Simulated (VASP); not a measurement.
Runs of VASP 6.6.1 on CuI. The structure is that of space group Fm-3m (No. 225), or close to it. The cells are those of the table. 

```tsv
task	level	potentials or basis	spin	cell	cutoff (eV)	gap on the mesh (eV)	pressure (GPa)
relaxation of cell and atoms	PBEsol	VASP PAW PBE potentials, release 64 (Cu, I)	off	relaxed from a = 4.059 Å, angles 60.0°, 2 atoms	600	none	0.0
single point	PBE	VASP PAW PBE potentials, release 64 (Cu, I)	off	a = 4.039 Å, angles 60.0°, 2 atoms	520	none	0.7
single point	LDA	VASP PAW LDA potentials, release 64 (Cu, I)	off	a = 4.039 Å, angles 60.0°, 2 atoms	520	none	-5.0
single point	PBE	VASP PAW PBE potentials, release 64 (Cu, I)	non-collinear, zero start, SOC	a = 4.039 Å, angles 60.0°, 2 atoms	520	-	(b)
single point	PBEsol	VASP PAW PBE potentials, release 64 (Cu, I)	off	a = 3.955 Å, angles 60.0°, 2 atoms	520	none	0.4
single point	r2SCAN	VASP PAW PBE potentials, release 64 (Cu, I)	off	a = 4.039 Å, angles 60.0°, 2 atoms	520	none	(a)
```

Alike in all rows: k mesh 8 × 8 × 8; smearing fermi-dirac 0.02 eV.

**Question.** Estimate the missing entries.

**Answer.** (a) -0.1; (b) 1.5.

Caveats: spin-orbit coupling is left out, which moves the levels of the heavy elements (some runs); semilocal functionals often make such compounds metallic where correlation or magnetic order opens a gap, which also shifts bond lengths (some runs); the PAW data sets were made with another functional, which shifts forces and pressure a little (some runs).

A k mesh can miss the band edges, and rows without SOC leave out spin-orbit coupling on I.

A gap of «none» marks levels without a gap at the run's occupations.
